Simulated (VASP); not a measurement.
A run of VASP 6.6.1 is set up as follows.

File INCAR:

```
PREC = Accurate
ENCUT = 520
EDIFF = 1E-7
ISMEAR = 0
SIGMA = 0.15
LREAL = False
LASPH = True
NELM = 100
ALGO = Fast
ISIF = 2
LWAVE = False
LCHARG = True
LELF = True
LVHAR = True
NBANDS = 11
```

The input KPOINTS:

```
regular mesh
0
Gamma
  18 18 18
```

POSCAR

```
Hf
1.0
    0.0000000000      2.2381490891      2.1799445691
    2.1217400491      0.0000000000      2.1799445691
    2.1217400491      2.2381490891      0.0000000000
Hf
1
Direct
    0.0000000000      0.0000000000      0.0000000000
```

Potentials or basis: VASP PAW LDA potentials, release 64 (Hf_pv).

Command:

```sh
$ cat potpaw_LDA.64/Hf_pv/POTCAR > POTCAR
$ mpirun -np 1 vasp_std > vasp.out
```

Task: Predict the band gap on the k mesh.

Result: Zero (bands 5 and 6 overlap by 1.94 eV).

Task: What does it give for the pressure?

Result: 0.1 GPa.

Stress tensor (GPa, compression positive):
```
 1.54  0.00  0.00
 0.00 -1.29  0.00
 0.00  0.00  0.20
```

Caveat: the cell differs from its parent crystal (strain +e along x and -e along y -0.0267, strain +e along z and -e/2 along x and y +0.0000); spin-orbit coupling is left out, which moves the levels of the heavy elements.
